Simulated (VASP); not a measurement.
Here is a VASP 6.6.1 calculation.

The input INCAR:

```
SYSTEM = CdS
  PREC = Accurate
  ENCUT = 520
  EDIFF = 1E-7
  ISMEAR = 0
  SIGMA = 0.05
  LREAL = .False.
  LASPH = .True.
  NELM = 150
  ALGO = Normal
  ISIF = 2
  LWAVE = .False.
  LCHARG = .False.
  ISPIN = 2
  MAGMOM = 1 -0.5
  LORBIT = 11
  GGA = RP
  NBANDS = 20
```

KPOINTS

```
regular mesh
0
Gamma
  10 10 10
  0 0 0
```

Contents of POSCAR:

```
CdS
1.0
    0.0000000000      2.9633540255      2.9633540255
    2.9633540255      0.0000000000      2.9633540255
    2.9633540255      2.9633540255      0.0000000000
Cd S
1 1
Direct
    0.0000000000      0.0000000000      0.0000000000
    0.7500000000      0.7500000000      0.7500000000
```

Potentials or basis: VASP PAW PBE potentials, release 64 (Cd, S).

Run with:

```sh
$ cat potpaw_PBE.64/Cd/POTCAR potpaw_PBE.64/S/POTCAR > POTCAR
$ mpirun -np 1 vasp_std > vasp.out
```

What does it give for the pressure?

2.4 GPa.

What does it give for the net moment?

0.00 μB per cell.

Predict the band gap on the k mesh.

1.23 eV, direct.

Caveat: the PAW data sets were made with another functional, which shifts forces and pressure a little.
